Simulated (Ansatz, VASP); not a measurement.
## Hf: VASP beside Ansatz

```xyz
1
Lattice="-1.5986 1.5986 1.5986 1.5986 -1.5986 1.5986 1.5986 1.5986 -1.5986" Properties=species:S:1:pos:R:3 pbc="T T T"
Hf    0.0000    0.0000    0.0000
```

Change from the starting cell: volume scaled by 0.8, LAPW.

Alike in both runs: task single point; functional LDA; k mesh 17 × 17 × 17; occupations fermi-dirac, width 0.08 eV; no spin polarisation.

|  | VASP | Ansatz |
| --- | --- | --- |
| version | VASP 6.6.1 | Ansatz 0.2.0 |
| potentials or method | VASP PAW LDA potentials, release 64 (Hf_pv), cutoff 520 eV | all-electron LAPW, scalar-relativistic |

```csv
,VASP,Ansatz,Ansatz less VASP
pressure (GPa),37.2,36.9,-0.29
```

LDA's correlation is that of Perdew and Zunger in VASP and of Perdew and Wang (1992) in Ansatz. Both programs put the cell under a high pressure, so it lies far from rest at this level. Ansatz ran all-electron here, and VASP with PAW potentials.

Neither program's run includes spin-orbit coupling.
